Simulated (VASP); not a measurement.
# C (C2/m) in VASP: a series of runs

Runs on C. Level: LDA. Tasks: single point.

Everything below comes from runs of VASP 6.6.1. Logs are shortened: lines on timing, memory, paths and dates and some standing lists are left out, and cuts for length are marked.

## Step 1: The cell of the first run

Symmetry: C2/m, No. 12, monoclinic system. The conventional cell has a = 4.255 Å, b = 2.457 Å, c = 3.765 Å, α = 90.00°, β = 111.49°, γ = 90.00°. Within 1.9 Å of C (site symmetry m) lie 3 C at 1.42 Å.

## Step 2: Single point, LDA

INCAR reads:

```
SYSTEM = C
ALGO     = Normal         ! electronic algorithm
EDIFF    = 1E-7           ! SCF threshold, eV
ENCUT    = 520            ! plane-wave cutoff, eV
ISIF     = 2              ! what is computed and relaxed
ISMEAR   = 0              ! smearing method
LASPH    = .True.         ! aspherical terms in the spheres
LCHARG   = .False.        ! write CHGCAR
LREAL    = .False.        ! projectors in reciprocal space
LWAVE    = .False.        ! write WAVECAR
NBANDS   = 11             ! bands
NELM     = 100            ! most SCF steps
PREC     = Accurate       ! precision mode
SIGMA    = 0.15           ! smearing width, eV
```

KPOINTS reads:

```
k-points
0
Gamma
  14 14 8
  0 0 0
```

POSCAR reads:

```
C
1.0
    2.1273200000     -1.2282820000      0.0000000000
    2.1273200000      1.2282820000      0.0000000000
   -1.3790700000      0.0000000000      3.5028300000
C
2
Direct
    0.8333560000      0.8333560000      0.0000930000
    0.1666440000      0.1666440000      0.9999070000
```

Potentials or basis: VASP PAW LDA potentials, release 64 (C).

On the command line:

```
cat potpaw_LDA.64/C/POTCAR > POTCAR
mpirun -np 1 vasp_std > vasp.out
```

OUTCAR:

```text
SYSTEM = C
   EDIFF = 1E-7
   ENCUT = 520
   ISIF = 2
   ISMEAR = 0
   LASPH = .True.
   LREAL = .False.
   NELM = 100
   PREC = Accurate

 ion  position               nearest neighbor table
   1  0.833  0.833  0.000-   2 1.42   2 1.42   2 1.42
   2  0.167  0.167  1.000-   1 1.42   1 1.42   1 1.42

  LATTYP: Found a base centered monoclinic cell.
 ALAT       =     4.2546400000
 B/A-ratio  =     0.5773846906
 C/A-ratio  =     0.8848047021
 COS(beta)  =    -0.3663330234

  Lattice vectors:

 A1 = (   2.1273200000,  -1.2282820000,   0.0000000000)
 A2 = (   2.1273200000,   1.2282820000,   0.0000000000)
 A3 = (  -1.3790700000,   0.0000000000,   3.5028300000)

Analysis of symmetry for initial positions (statically):
=====================================================================
 Subroutine PRICEL returns:
 Original cell was already a primitive cell.

 Routine SETGRP: Setting up the symmetry group for a
 base centered monoclinic supercell.

 Subroutine GETGRP returns: Found  4 space group operations
 (whereof  4 operations were pure point group operations)
 out of a pool of  4 trial point group operations.

The static configuration has the point symmetry C_2h.

Analysis of symmetry for dynamics (positions and initial velocities):
=====================================================================
 Subroutine PRICEL returns:
 Original cell was already a primitive cell.

 Routine SETGRP: Setting up the symmetry group for a
 base centered monoclinic supercell.

 Subroutine GETGRP returns: Found  4 space group operations
 (whereof  4 operations were pure point group operations)
 out of a pool of  4 trial point group operations.

The dynamic configuration has the point symmetry C_2h.

 Subroutine INISYM returns: Found  4 space group operations
 (whereof  4 operations are pure point group operations),
 and found     1 'primitive' translations

----------------------------------------------------------------------------------------

                                     Primitive cell

  volume of cell :      18.3054

  direct lattice vectors                    reciprocal lattice vectors
     2.127320000 -1.228282000  0.000000000     0.235037512 -0.407072643  0.092534660
     2.127320000  1.228282000  0.000000000     0.235037512  0.407072643  0.092534660
    -1.379070000  0.000000000  3.502830000     0.000000000  0.000000000  0.285483452

  length of vectors
     2.456454163  2.456454163  3.764525478     0.479075601  0.479075601  0.285483452

  position of ions in fractional coordinates (direct lattice)
     0.833356000  0.833356000  0.000093000
     0.166644000  0.166644000  0.999907000

  ion indices of the primitive-cell ions
   primitive index   ion index
                 1           1
                 2           2

----------------------------------------------------------------------------------------

 KPOINTS: k-points

Automatic generation of k-mesh.
 Grid dimensions read from file:
 generate k-points for:   14   14    8

 Generating k-lattice:

  Cartesian coordinates                     Fractional coordinates (reciprocal lattice)
     0.016788394 -0.029076617  0.006609619     0.071428571  0.000000000  0.000000000
     0.016788394  0.029076617  0.006609619     0.000000000  0.071428571  0.000000000
     0.000000000  0.000000000  0.035685431     0.000000000  0.000000000  0.125000000

  Length of vectors
     0.034219686  0.034219686  0.035685431

  Shift w.r.t. Gamma in fractional coordinates (k-lattice)
     0.000000000  0.000000000  0.000000000

 Subroutine IBZKPT returns following result:
 ===========================================

 Found    429 irreducible k-points:

 Following reciprocal coordinates:
            Coordinates               Weight
  0.000000  0.000000  0.000000      1.000000
  0.071429  0.000000 -0.000000      4.000000
  0.142857  0.000000  0.000000      4.000000
  0.214286  0.000000  0.000000      4.000000
  0.285714  0.000000 -0.000000      4.000000
  0.357143  0.000000 -0.000000      4.000000
[... 16 lines left out ...]
  0.214286  0.142857  0.000000      4.000000
  0.285714  0.142857 -0.000000      4.000000
 [... further k-points ...]
   k-points           NKPTS =    429   k-points in BZ     NKDIM =    429   number of bands    NBANDS=     11
   number of dos      NEDOS =    301   number of ions     NIONS =      2
   total plane-waves  NPLWV =   9072
   dimension x,y,z NGX =    18 NGY =   18 NGZ =   28
   dimension x,y,z NGXF=    36 NGYF=   36 NGZF=   56
   ions per type =               2
   NGX,Y,Z   is equivalent  to a cutoff of  12.18, 12.18, 12.37 a.u.
   NGXF,Y,Z  is equivalent  to a cutoff of  24.36, 24.36, 24.73 a.u.
 SYSTEM =  C
   PREC   = accura    normal or accurate (medium, high low for compatibility)
   ISTART =      0    job   : 0-new  1-cont  2-samecut
   ICHARG =      2    charge: 1-file 2-atom 10-const
   ISPIN  =      1    spin polarized calculation?
   LNONCOLLINEAR =      F non collinear calculations
   LSORBIT =      F    spin-orbit coupling
   LASPH  =      T    aspherical Exc in radial PAW
   ENCUT  =  520.0 eV  38.22 Ry    6.18 a.u.   4.57  4.57  7.00*2*pi/ulx,y,z
   NELM   =    100;   NELMIN=  2; NELMDL= -5     # of ELM steps
   EDIFF  = 0.1E-06   stopping-criterion for ELM
   LREAL  =      F    real-space projection
   EDIFFG = 0.1E-05   stopping-criterion for IOM
   NSW    =      0    number of steps for IOM
   IBRION =     -1    ionic relax: 0-MD 1-quasi-New 2-CG
   NFREE  =      0    steps in history (QN), initial steepest desc. (CG)
   ISIF   =      2    stress and relaxation
   ISYM   =      2    0-nonsym 1-usesym 2-fastsym
   POTIM  = 0.5000    time-step for ionic-motion
   TEBEG  =    0.0;   TEEND  =   0.0 temperature during run
   PSTRESS=    0.0 pullay stress
   NELECT =       8.0000    total number of electrons
   NUPDOWN=      -1.0000    fix difference up-down
   EMIN   =  10.00;   EMAX   =-10.00  energy-range for DOS
   EFERMI =   0.00;   METHOD = LEGACY
   ISMEAR =     0;   SIGMA  =   0.15  broadening in eV -4-tet -1-fermi 0-gaus
   EFERMI_NEDOS =   21; number of points for ismear=-14 and -15
   IALGO  =     38    algorithm
   IMIX   =      4    mixing-type and parameters
     AMIX     =   0.40;   BMIX     =  1.00
     AMIX_MAG =   1.60;   BMIX_MAG =  1.00
  volume/ion in A,a.u.               =       9.15        61.77
  Fermi-wavevector in a.u.,A,eV,Ry     =   1.242352  2.347706 20.999772  1.543440
  Thomas-Fermi vector in A             =   2.376711
   LORBIT       =      0    0 simple, 1 ext, 2 COOP (PROOUT), +10 PAW based schemes
   GGA     = CA    functional components
   LHFCALC =     F    Hartree Fock is set to
   AEXX    =    0.0000 exact exchange contribution
   IVDW    =     0    specifies the selected vdW correction
   LEPSILON=     F    determine dielectric tensor
   LRPA    =     F    only Hartree local field effects (RPA)
 non-spin polarized calculation
 Gauss-broadening in eV      SIGMA  =   0.15
  energy-cutoff  :      520.00
  volume of cell :       18.31
 maximum number of plane-waves:       507
   NGX =  9   NGY =  9   NGZ = 13

 number of electron       8.0000000 magnetization

 Free energy of the ion-electron system (eV)
  ---------------------------------------------------
  ext. energy  EPLUGINS =         0.00000000
  ---------------------------------------------------
  free energy    TOTEN  =       -20.21940899 eV

  energy without entropy =      -20.21940834  energy(sigma->0) =      -20.21940866

 E-fermi :   4.2932     XC(G=0): -10.4937

 val. band max:        3.9071384263   @ k =  -0.2857   0.3571   0.1250
 cond. band min:       4.6752072137   @ k =  -0.3571   0.3571   0.5000
 fundamental gap:      0.7680687875
 Fermi energy:         4.2931592150

 k-point     1 :       0.0000    0.0000    0.0000
  band No.  band energies     occupation
      1     -15.2418      2.00000
      2      -2.5981      2.00000
      3       1.2349      2.00000
      4       1.2383      2.00000
      5       7.7347      0.00000
      6      12.6136      0.00000
      7      12.6160      0.00000
      8      15.6504      0.00000
      9      17.3882      0.00000
     10      26.7226      0.00000
     11      27.9803      0.00000

 k-point     2 :       0.0714    0.0000   -0.0000
  band No.  band energies     occupation
      1     -15.1191      2.00000
      2      -2.4679      2.00000
      3       0.7619      2.00000
      4       0.9829      2.00000
      5       7.9084      0.00000
      6      12.6816      0.00000
      7      13.1330      0.00000
      8      15.2273      0.00000
      9      17.5842      0.00000
     10      27.0990      0.00000
     11      27.5171      0.00000

 k-point     3 :       0.1429    0.0000    0.0000
  band No.  band energies     occupation
      1     -14.7521      2.00000
      2      -2.0794      2.00000
      3      -0.4851      2.00000
      4       0.3518      2.00000
      5       8.4288      0.00000
      6      12.7327      0.00000
      7      14.0744      0.00000
      8      14.5419      0.00000
      9      18.2067      0.00000
     10      25.9281      0.00000
     11      28.0885      0.00000

 k-point     4 :       0.2143    0.0000    0.0000
  band No.  band energies     occupation
      1     -14.1441      2.00000
      2      -2.1739      2.00000
      3      -1.4396      2.00000
      4      -0.4115      2.00000
      5       9.2878      0.00000
      6      12.3925      0.00000
      7      12.6665      0.00000
      8      16.5601      0.00000
      9      19.1514      0.00000
     10      24.0709      0.00000
     11      27.3000      0.00000

 k-point     5 :       0.2857    0.0000   -0.0000
  band No.  band energies     occupation
      1     -13.3015      2.00000
      2      -4.0396      2.00000
      3      -1.1243      2.00000
      4      -0.5669      2.00000
      5      10.3188      0.00000
      6      10.6858      0.00000
      7      12.4339      0.00000
      8      18.9194      0.00000
      9      19.8709      0.00000
     10      22.7189      0.00000
     11      26.0806      0.00000
[... 211 lines left out ...]
 k-point    21 :      -0.0714    0.0714    0.0000
  band No.  band energies     occupation
      1     -14.8776      2.00000
      2      -2.1772      2.00000
      3      -0.0295      2.00000
      4       0.4714      2.00000
      5       8.1869      0.00000
      6      12.8896      0.00000
      7      13.9111      0.00000
      8      14.4372      0.00000
      9      18.0398      0.00000
     10      26.2565      0.00000
     11      27.7657      0.00000

 k-point    22 :       0.1429    0.1429    0.0000
  band No.  band energies     occupation
      1     -14.7391      2.00000
      2      -2.1978      2.00000
      3      -0.4707      2.00000
      4       0.3399      2.00000
      5       8.6960      0.00000
      6      12.7014      0.00000
      7      14.0367      0.00000
      8      14.5414      0.00000
      9      18.2459      0.00000
     10      25.5741      0.00000
     11      28.0895      0.00000

 k-point    23 :       0.2143    0.1429    0.0000
  band No.  band energies     occupation
      1     -14.3681      2.00000
      2      -1.8620      2.00000
      3      -1.3747      2.00000
      4      -0.3480      2.00000
      5       9.3346      0.00000
      6      12.9349      0.00000
      7      13.1205      0.00000
      8      15.2407      0.00000
      9      19.0820      0.00000
     10      24.0285      0.00000
     11      28.5478      0.00000

 k-point    24 :       0.2857    0.1429   -0.0000
  band No.  band energies     occupation
      1     -13.7587      2.00000
      2      -2.5347      2.00000
      3      -1.4238      2.00000
      4      -1.2653      2.00000
      5      10.2923      0.00000
      6      11.6136      0.00000
      7      13.8541      0.00000
      8      15.6694      0.00000
      9      20.5447      0.00000
     10      22.1045      0.00000
     11      27.8616      0.00000

 [... further k-points ...]
[... 5 lines left out ...]
  --------------------------------------------------------------------------------------
  -------------------------------------------------------------------------------------
  Total       -0.5076160     -0.5118156     -0.1300756      0.0000000      0.0000000     -0.0038845
  in kB      -44.4289405    -44.7965018    -11.3848234      0.0000000      0.0000000     -0.3399915
  external PRESSURE =     -33.5367552 kB  Pullay stress =       0.0000000 kB

 VOLUME and BASIS-vectors are now :
 -----------------------------------------------------------------------------
  energy-cutoff  :      520.00
  volume of cell :       18.31
      direct lattice vectors                 reciprocal lattice vectors
     2.127320000 -1.228282000  0.000000000     0.235037512 -0.407072643  0.092534660
     2.127320000  1.228282000  0.000000000     0.235037512  0.407072643  0.092534660
    -1.379070000  0.000000000  3.502830000     0.000000000  0.000000000  0.285483452

 POSITION                                       TOTAL-FORCE (eV/Angst)
 -----------------------------------------------------------------------------------
      3.54550      0.00000      0.00033         0.004474      0.000000     -0.001754
     -0.66993      0.00000      3.50250        -0.004474      0.000000      0.001754
 -----------------------------------------------------------------------------------
    total drift:                                0.000000      0.000000     -0.000000

  FREE ENERGIE OF THE ION-ELECTRON SYSTEM (eV)
  ---------------------------------------------------
  free  energy   TOTEN  =       -20.2194089885 eV

  energy  without entropy=      -20.2194083393  energy(sigma->0) =      -20.21940866
```

Wall time 1.7 min (1 thread of Intel Xeon 8259CL, shared host); peak memory 0.17 GiB.

Results:

| Item | Value |
| --- | --- |
| Free energy | -20.2194 eV |
| Pressure | -3.4 GPa |
| Largest force | 0.005 eV/Å |

Forces on the atoms (eV/Å):
```
C    0.004  0.000 -0.002
C   -0.004  0.000  0.002
```

Stress tensor (GPa, compression positive):
```
-4.44  0.00 -0.03
 0.00 -4.48  0.00
-0.03  0.00 -1.14
```

Caveat: the cell stands under tension.

## Step 3: Single point, LDA

This run uses another cell than the first one, of 9.34 Å³/atom.

INCAR reads:

```
SYSTEM = C
PREC     = Accurate       ! precision mode
ENCUT    = 520            ! plane-wave cutoff, eV
EDIFF    = 1E-6           ! SCF threshold, eV
ISMEAR   = 0              ! smearing method
SIGMA    = 0.15           ! smearing width, eV
LREAL    = .FALSE.        ! projectors in reciprocal space
LASPH    = .TRUE.         ! aspherical terms in the spheres
NELM     = 60             ! most SCF steps
ALGO     = Normal         ! electronic algorithm
ISIF     = 2              ! what is computed and relaxed
LWAVE    = .FALSE.        ! write WAVECAR
LCHARG   = .FALSE.        ! write CHGCAR
GGA      = CA             ! functional
NBANDS   = 11             ! bands
```

KPOINTS reads:

```
regular mesh
0
G
  14 14 8
  0 0 0
```

POSCAR reads:

```
C
1.0
    2.1414086225     -1.2364165549      0.0000000000
    2.1414086225      1.2364165549      0.0000000000
   -1.3882031801      0.0000000000      3.5260282257
C
2
Direct
    0.8333560000      0.8333560000      0.0000930000
    0.1666440000      0.1666440000      0.9999070000
```

Potentials or basis: VASP PAW LDA potentials, release 64 (C).

On the command line:

```
cat potpaw_LDA.64/C/POTCAR > POTCAR
mpirun -np 1 vasp_std > vasp.out
```

Wall time 99 s (1 thread of Intel Xeon 8259CL, shared host); peak memory 0.17 GiB.

It converged, with:

```yaml
Free_energy: -20.2062 eV
Pressure: -8.4 GPa
Largest_force: 0.005 eV/Å
```

Forces on the atoms (eV/Å):
```
C    0.004  0.000 -0.002
C   -0.004  0.000  0.002
```

Stress tensor (GPa, compression positive):
```
-12.03   0.00  -0.03
  0.00 -12.06   0.00
 -0.03   0.00  -1.18
```

Caveat: the stress differs along the axes, from -12 to -1 GPa.

## Step 4: Single point, LDA

This run uses another cell than the first one, of 9.52 Å³/atom.

INCAR reads:

```
SYSTEM = C
PREC = Accurate
ENCUT = 520
EDIFF = 1E-6
ISMEAR = 0
SIGMA = 0.15
LREAL = .FALSE.
LASPH = .TRUE.
NELM = 100
ALGO = Normal
ISIF = 2
LWAVE = .FALSE.
LCHARG = .FALSE.
NBANDS = 11
```

KPOINTS reads:

```
Automatic mesh
0
G
  14 14 8
  0 0 0
```

POSCAR reads:

```
C
1.0
    2.1553142629     -1.2444454588      0.0000000000
    2.1553142629      1.2444454588      0.0000000000
   -1.3972177390      0.0000000000      3.5489251545
C
2
Direct
    0.8333560000      0.8333560000      0.0000930000
    0.1666440000      0.1666440000      0.9999070000
```

On the command line:

```
cat potpaw_LDA.64/C/POTCAR > POTCAR
mpirun -np 1 vasp_std > vasp.out
```

Run time: 1.8 min. Hardware: 1 thread of Intel Xeon 8259CL, shared host; peak memory 0.17 GiB.

Results (log left out):

```yaml
Free_energy: -20.1820 eV
Pressure: -13.0 GPa
Largest_force: 0.005 eV/Å
```

Forces on the atoms (eV/Å):
```
C    0.004  0.000 -0.002
C   -0.004  0.000  0.002
```

Stress tensor (GPa, compression positive):
```
-18.95   0.00  -0.03
  0.00 -18.98   0.00
 -0.03   0.00  -1.22
```

Caveat: the stress differs along the axes, from -19 to -1 GPa.

## Step 5: Single point, LDA

This run uses another cell than the first one, of 9.70 Å³/atom.

INCAR reads:

```
PREC     = Accurate       # precision mode
ENCUT    = 520            # plane-wave cutoff, eV
EDIFF    = 1E-6           # SCF threshold, eV
ISMEAR   = 0              # smearing method
SIGMA    = 0.15           # smearing width, eV
LREAL    = F              # projectors in reciprocal space
LASPH    = T              # aspherical terms in the spheres
NELM     = 100            # most SCF steps
ALGO     = Normal         # electronic algorithm
ISIF     = 2              # what is computed and relaxed
LWAVE    = F              # write WAVECAR
LCHARG   = F              # write CHGCAR
GGA      = CA             # functional
NBANDS   = 11             # bands
```

KPOINTS reads:

```
Automatic mesh
0
Gamma
  14 14 8
```

POSCAR reads:

```
C
1.0
    2.1690427494     -1.2523720768      0.0000000000
    2.1690427494      1.2523720768      0.0000000000
   -1.4061174550      0.0000000000      3.5715303828
C
2
Direct
    0.8333560000      0.8333560000      0.0000930000
    0.1666440000      0.1666440000      0.9999070000
```

On the command line:

```
cat potpaw_LDA.64/C/POTCAR > POTCAR
mpirun -np 1 vasp_std > vasp.out
```

Wall time 1.9 min (1 thread of Intel Xeon 8259CL, shared host); peak memory 0.17 GiB.

The run converged. Its results:

```
Free energy   : -20.1477 eV
Pressure      : -17.3 GPa
Largest force : 0.005 eV/Å
```

Forces on the atoms (eV/Å):
```
C    0.004  0.000 -0.003
C   -0.004  0.000  0.003
```

Stress tensor (GPa, compression positive):
```
-25.27   0.00  -0.03
  0.00 -25.30   0.00
 -0.03   0.00  -1.24
```

Caveat: the stress differs along the axes, from -25 to -1 GPa.

## Step 6: Overview

```csv
cell,pressure (GPa)
"a = 2.456, b = 2.456, c = 3.765 Å, angles 108.5, 108.5, 60.0°, 2 atoms",-3.4
"a = 2.473, b = 2.473, c = 3.789 Å, angles 108.5, 108.5, 60.0°, 2 atoms",-8.4
"a = 2.489, b = 2.489, c = 3.814 Å, angles 108.5, 108.5, 60.0°, 2 atoms",-13.0
"a = 2.505, b = 2.505, c = 3.838 Å, angles 108.5, 108.5, 60.0°, 2 atoms",-17.3
```

Alike in all rows: task single point; level LDA; potentials or basis VASP PAW LDA potentials, release 64 (C); no spin polarisation; k mesh 14 × 14 × 8; cutoff (eV) 520; smearing gaussian 0.15 eV.

Caveats: the cell stands under tension (at least some runs); the stress differs along the axes, from -12 to -1 GPa (at least some runs); the stress differs along the axes, from -19 to -1 GPa (at least some runs); the stress differs along the axes, from -25 to -1 GPa (at least some runs).

Absolute energies hang on the potentials; compare differences alone.
